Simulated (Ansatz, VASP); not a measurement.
**Two plane-wave programs on Y4C3**

```xyz
7
Lattice="5.0670 0.0000 0.0000 0.0000 5.0670 0.0000 0.0000 0.0000 5.0670" Properties=species:S:1:pos:R:3 pbc="T T T"
Y     2.5335    0.0000    0.0000
Y     0.0000    2.5335    0.0000
Y     0.0000    0.0000    2.5335
Y     2.5335    2.5335    2.5335
C     0.0000    2.5335    2.5335
C     2.5335    0.0000    2.5335
C     2.5335    2.5335    0.0000
```

Alike in both runs: functional PBE; k mesh 8 × 8 × 8; occupations gaussian, width 0.1 eV; no spin polarisation.

Ansatz relaxed the structure, and its values are those at the end. VASP's run is a single point on that final structure, the one shown.

```csv
,VASP,Ansatz
version,VASP 6.6.1,Ansatz 0.2.0
potentials or method,"VASP PAW PBE potentials, release 64 (Y_sv, C), cutoff 520 eV","scalar-relativistic, plane waves, PAW"
valence electrons in the cell,56,56
```

```csv
,VASP,Ansatz,Ansatz less VASP
gap on the k mesh at the Fermi level (eV),none,none,-
pressure (GPa),-0.1,0.0,+0.12
```

A gap of «none» marks a metal or a gap that the smearing closes.
